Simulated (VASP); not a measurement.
A run of VASP 6.6.1 is set up as follows.

Contents of INCAR:

```
ALGO     = Normal         # electronic algorithm
EDIFF    = 1E-7           # SCF threshold, eV
ENCUT    = 520            # plane-wave cutoff, eV
GGA      = PS             # functional
ISIF     = 2              # what is computed and relaxed
ISMEAR   = 0              # smearing method
LASPH    = T              # aspherical terms in the spheres
LCHARG   = F              # write CHGCAR
LREAL    = F              # projectors in reciprocal space
LWAVE    = F              # write WAVECAR
NBANDS   = 18             # bands
NELM     = 80             # most SCF steps
PREC     = Accurate       # precision mode
SIGMA    = 0.05           # smearing width, eV
```

KPOINTS

```
k-points
0
Gamma
  12 12 6
```

File POSCAR:

```
NiO2
1.0
    2.7134934025      0.0000000000      0.0000000000
   -1.3567467013      2.3499542196      0.0000000000
    0.0000000000      0.0000000000      5.2343287735
Ni O
1 2
Direct
    0.0000000000      0.0000000000      0.5000000000
    0.6666666667      0.3333333333      0.7002287663
    0.3333333333      0.6666666667      0.2997712337
```

Potentials or basis: VASP PAW PBE potentials, release 64 (Ni, O).

The run is started by

```console
$ cat potpaw_PBE.64/Ni/POTCAR potpaw_PBE.64/O/POTCAR > POTCAR
$ mpirun -np 1 vasp_std > vasp.out
```

Problem. Predict the largest force.

Solution. 1.422 eV/Å.

Problem. Predict the pressure.

Solution. -3.8 GPa.

Problem. What does it give for the band gap on the k mesh?

Solution. 1.13 eV, indirect (least direct gap 1.24 eV).

Stress tensor (GPa, compression positive):
```
  1.53   0.00   0.00
  0.00   1.53   0.00
  0.00   0.00 -14.55
```

Caveat: the PAW data sets were made with another functional, which shifts forces and pressure a little. A k mesh can miss the band edges.
